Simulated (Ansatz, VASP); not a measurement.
**Two plane-wave programs on C**

File INCAR:

```
SYSTEM = C
PREC = Accurate
ENCUT = 520
EDIFF = 1E-7
ISMEAR = 0
SIGMA = 0.05
LREAL = .False.
LASPH = .True.
NELM = 60
ALGO = Normal
ISIF = 2
LWAVE = .False.
LCHARG = .True.
GGA = CA
LELF = .True.
LVHAR = .True.
NBANDS = 11
```

KPOINTS

```
Automatic mesh
0
Gamma
  14 14 14
  0 0 0
```

File POSCAR:

```
C
1.0
    0.0000000000      2.1908100000      3.3480000000
    1.2648400000      0.0000000000      3.3480000000
    1.2648400000      2.1908100000      0.0000000000
C
2
Direct
    0.1666700000      0.8333300000      0.1666700000
    0.8333300000      0.1666700000      0.8333300000
```

Input for Ansatz:

```yaml
crystal:
  lattice:
    - [0.0, 2.19081, 3.348]
    - [1.26484, 0.0, 3.348]
    - [1.26484, 2.19081, 0.0]
  atoms:
    - { symbol: C, position: [0.16667, 0.83333, 0.16667] }
    - { symbol: C, position: [0.83333, 0.16667, 0.83333] }
basis:
  ecutwfc: 420
kpoints:
  mp_grid: { grid: [14, 14, 14] }
hamiltonian:
  xc: lda
scf:
  occupations: { method: gaussian, width: 0.05 }
output:
  forces: true
  stress: true
  eigenvalues: true
```

Change from the starting cell: strain +0.030 along x and y, +0.000 along z, atoms carried along.

Alike in both runs: task single point; functional LDA; k mesh 14 × 14 × 14; occupations gaussian, width 0.05 eV; no spin polarisation.

|  | VASP | Ansatz |
| --- | --- | --- |
| version | VASP 6.6.1 | Ansatz 0.2.0 |
| potentials or method | VASP PAW LDA potentials, release 64 (C), cutoff 520 eV | scalar-relativistic, plane waves, PAW |
| valence electrons in the cell | 8 | 8 |

VASP gave:

```
gap on the k mesh at the Fermi level (eV)                     : 0.21
least direct gap on the mesh (eV)                             : 0.28
pressure (GPa)                                                : -24.7
traceless stress, the component that is largest in VASP (GPa) : 24.96
rms of the force components (eV/Å)                            : 0.022
```

Q: Which values does Ansatz return?

A: gap on the k mesh at the Fermi level (eV): 0.21; least direct gap on the mesh (eV): 0.28; pressure (GPa): -25.4; traceless stress, the component that is largest in VASP (GPa): 25.78; rms of the force components (eV/Å): 0.022.

LDA's correlation is that of Perdew and Zunger in VASP and of Perdew and Wang (1992) in Ansatz. Atom by atom the forces differ by 0.000 eV/Å (rms over components).
